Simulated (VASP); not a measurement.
Runs of VASP 6.6.1 on SiC (zinc blende). The structure is that of space group F-43m (No. 216), or close to it. The cells are those of the table. 

```tsv
cell	gap on the mesh (eV)	pressure (GPa)
a = 2.954 Å, angles 60.0°, 2 atoms	(a)	35.7
a = 3.041 Å, angles 60.0°, 2 atoms	1.20	(c)
a = 2.998 Å, angles 60.0°, 2 atoms	1.16	21.3
a = 2.813 Å, angles 60.0°, 2 atoms	0.94	101.4
a = 2.909 Å, angles 60.0°, 2 atoms	1.06	(b)
```

Alike in all rows: task single point; level PBEsol; potentials or basis VASP PAW PBE potentials, release 64 (Si, C); no spin polarisation; k mesh 10 × 10 × 10; cutoff (eV) 600; smearing gaussian 0.01 eV.

Question: Fill in the values left out.

Answer: (a) 1.11; (b) 53.3; (c) 9.5.

Caveats: the PAW data sets were made with another functional, which shifts forces and pressure a little.

A k mesh can miss the band edges.
